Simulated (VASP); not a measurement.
Here is a VASP 6.6.1 calculation.

File INCAR:

```
SYSTEM = Si4Ru
PREC = Accurate ; ENCUT = 520
EDIFF = 1E-7 ; ISMEAR = 0
SIGMA = 0.1 ; LREAL = .FALSE.
LASPH = .TRUE. ; NELM = 150
ALGO = Normal ; ISIF = 2
LWAVE = .FALSE. ; LCHARG = .FALSE.
ISPIN = 2 ; MAGMOM = 0 0 0 0 1
LORBIT = 11 ; LMAXMIX = 4
GGA = PE ; NBANDS = 27
```

The input KPOINTS:

```
regular mesh
0
G
  4 4 4
  0 0 0
```

The input POSCAR:

```
Si4Ru
1.0
    4.4282670801      0.0000000000      0.0000000000
    0.0000000000      4.4282670801      0.0000000000
    0.0000000000      0.0000000000      4.4282670801
Si Ru
4 1
Direct
    0.2972824348      0.7027175652      0.7027175652
    0.7027175652      0.2972824348      0.7027175652
    0.7027175652      0.7027175652      0.2972824348
    0.2972824348      0.2972824348      0.2972824348
    0.0000000000      0.0000000000      0.0000000000
```

Potentials or basis: VASP PAW PBE potentials, release 64 (Si, Ru_pv).

Launch:

```bash
$ cat potpaw_PBE.64/Si/POTCAR potpaw_PBE.64/Ru_pv/POTCAR > POTCAR
$ mpirun -np 1 vasp_std > vasp.out
```

(1) Predict the net moment.

(2) Estimate the band gap on the k mesh.

Answers

(1) 0.00 μB per cell.

(2) zero (filled and empty bands overlap).
